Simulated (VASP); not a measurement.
Set up this calculation in VASP 6.6.1, as the native input.

```
Task                   : single point
Functional             : PBE
Potentials or basis    : VASP PAW PBE potentials, release 64 (V_sv, Mo_sv, Se)
Cutoff                 : 520 eV
k mesh                 : 6 × 6 × 1
Occupations            : gaussian, width 0.1 eV
Spin                   : collinear spin, ferromagnetic start
Starting moments       : [0.67, 0.67, 0.0, 0.0, 0.0, 0.0, 0.0, 0.0, 0.0] μB
Dipole correction      : no
Further INCAR settings : ALGO = Normal; EDIFF = 1e-06; NBANDS = 52
```

The structure of V2MoSe6 lies in POSCAR:

```
V2MoSe6
1.0
    3.3292300000      0.0000000000      0.0000000000
   -1.6646150000      2.8831978000      0.0000000000
    0.0000000000      0.0000000000     21.2752565000
V Mo Se
2 1 6
Direct
    0.0000000000      0.0000000000      0.3348770000
    0.0000000000      0.0000000000      0.6651230000
    0.0000000000      0.0000000000      0.0000000000
    0.3333333000      0.6666667000      0.0797930000
    0.3333333000      0.6666667000      0.4091880000
    0.3333333000      0.6666667000      0.7394600000
    0.6666667000      0.3333333000      0.2605400000
    0.6666667000      0.3333333000      0.5908120000
    0.6666667000      0.3333333000      0.9202070000
```

The input as run:

INCAR

```
PREC = Accurate
ENCUT = 520
EDIFF = 1E-6
ISMEAR = 0
SIGMA = 0.1
LREAL = F
LASPH = T
NELM = 150
ALGO = Normal
ISIF = 2
LWAVE = F
LCHARG = F
ISPIN = 2
MAGMOM = 0.67 0.67 0 0 0 0 0 0 0
LORBIT = 11
LMAXMIX = 4
GGA = PE
NBANDS = 52
```

KPOINTS

```
regular mesh
0
Gamma
  6 6 1
```

Potentials or basis: VASP PAW PBE potentials, release 64 (V_sv, Mo_sv, Se).

Command:

```console
$ cat potpaw_PBE.64/V_sv/POTCAR potpaw_PBE.64/Mo_sv/POTCAR potpaw_PBE.64/Se/POTCAR > POTCAR
$ mpirun -np 1 vasp_std > vasp.out
```

Results of the run:

- Pressure: -0.3 GPa
- Largest force: 0.062 eV/Å
- Band gap on the k mesh: zero (filled and empty bands overlap)
- Net moment: 0.00 μB per cell
- Valence electrons inside the program's atomic spheres: V 11.48; Mo 12.32; Se 3.83, 3.84, 3.85 (each value once)

Caveat: the k points lie up to 0.36 Å⁻¹ apart, too coarse for converged energies and pressures of a metal; the moments typed at the start vanished in this run; this functional lacks dispersion, which binds layers or chains, so the pressure and a relaxed spacing across them are unreliable.

It took 9.9 min on 1 thread of Intel(R) Xeon(R) Platinum 8259CL CPU @ 2.50GHz (Skylake/Cascade Lake), with other jobs on the host, peak memory 0.5 GiB.
